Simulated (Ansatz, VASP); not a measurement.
# Zr3AlN4: VASP beside Ansatz

```
Zr Al N
1.0
     4.84445    0.00000    0.00000
     0.00000    4.84445    0.00000
     0.00000    0.00000    4.84445
Zr Al N
3 1 4
Cartesian
  0.0000 2.4222 2.4222
  2.4222 0.0000 2.4222
  2.4222 2.4222 0.0000
  0.0000 0.0000 0.0000
  1.1268 1.1268 3.7177
  1.1268 3.7177 1.1268
  3.7177 1.1268 1.1268
  3.7177 3.7177 3.7177
```

Alike in both runs: task relaxation of cell and atoms; functional PBE; k mesh 8 × 8 × 8; occupations gaussian, width 0.1 eV; no spin polarisation.

```csv
,VASP,Ansatz
version,VASP 6.6.1,Ansatz 0.2.0
potentials or method,"VASP PAW PBE potentials, release 64 (Zr_sv, Al, N), cutoff 600 eV","scalar-relativistic, plane waves, PAW"
valence electrons in the cell,59,59
```

Ansatz gave:

* gap on the k mesh at the Fermi level, each at its own relaxed structure (eV): none
* relaxed volume (Å³/atom): 14.23
* relaxed cell length with the largest relative difference (Å): 4.847

Estimate VASP's values.

gap on the k mesh at the Fermi level, each at its own relaxed structure (eV): none; relaxed volume (Å³/atom): 14.23; relaxed cell length with the largest relative difference (Å): 4.846.

A gap of «none» marks a metal or a gap that the smearing closes.
